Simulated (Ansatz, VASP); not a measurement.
Two plane-wave programs on Nb

```
Nb
1.0
    -1.63623    1.63623    1.63623
     1.63623   -1.63623    1.63623
     1.63623    1.63623   -1.63623
Nb
1
Direct
  0.00000 0.00000 0.00000
```

Alike in both runs: functional PBEsol; k mesh 18 × 18 × 18; occupations gaussian, width 0.1 eV; no spin polarisation.

Ansatz relaxed the structure, and its values are those at the end. VASP's run is a single point on that final structure, the one shown.

|  | VASP | Ansatz |
| --- | --- | --- |
| version | VASP 6.6.1 | Ansatz 0.2.0 |
| potentials or method | VASP PAW PBE potentials, release 64 (Nb_sv), cutoff 520 eV | scalar-relativistic, plane waves, PAW |
| valence electrons in the cell | 13 | 13 |

VASP gave:

* gap on the k mesh at the Fermi level (eV): none
* pressure (GPa): -0.3

Estimate Ansatz's values.

gap on the k mesh at the Fermi level (eV): none; pressure (GPa): 0.0.

VASP's potentials were made for PBE, not for PBEsol. A gap of «none» marks a metal or a gap that the smearing closes. The functional is the same, so the differences come from potentials, cutoffs and numerics.
